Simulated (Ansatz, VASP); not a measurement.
# ZrP2: VASP beside Ansatz

```
Zr P
1.0
     6.37938    0.00000    0.00000
     0.00000    3.46057    0.00000
     0.00000    0.00000    8.67630
Zr P
4 8
Cartesian
  1.7692 0.8651 1.4176
  1.4205 2.5954 5.7558
  4.9589 0.8651 2.9205
  4.6102 2.5954 7.2587
  5.7631 0.8651 5.5744
  3.8060 2.5954 1.2362
  2.5734 0.8651 7.4401
  0.6163 2.5954 3.1019
  5.6601 0.8651 0.3446
  3.9090 2.5954 4.6827
  2.4704 0.8651 3.9936
  0.7193 2.5954 8.3317
```

Alike in both runs: task single point; functional LDA; k mesh 6 × 10 × 4; occupations gaussian, width 0.1 eV; no spin polarisation.

```csv
,VASP,Ansatz
version,VASP 6.6.1,Ansatz 0.2.0
potentials or method,"VASP PAW LDA potentials, release 64 (Zr_sv, P), cutoff 500 eV","scalar-relativistic, plane waves, PAW"
valence electrons in the cell,88,88
```

|  | VASP | Ansatz | Ansatz less VASP |
| --- | --- | --- | --- |
| gap on the k mesh at the Fermi level (eV) | none | none | - |
| pressure (GPa) | 0.1 | 0.0 | -0.12 |
| rms of the force components (eV/Å) | 0.008 | 0.001 | -0.0070 |

LDA's correlation is that of Perdew and Zunger in VASP and of Perdew and Wang (1992) in Ansatz. Atom by atom the forces differ by 0.008 eV/Å (rms over components). A gap of «none» marks a metal or a gap that the smearing closes.
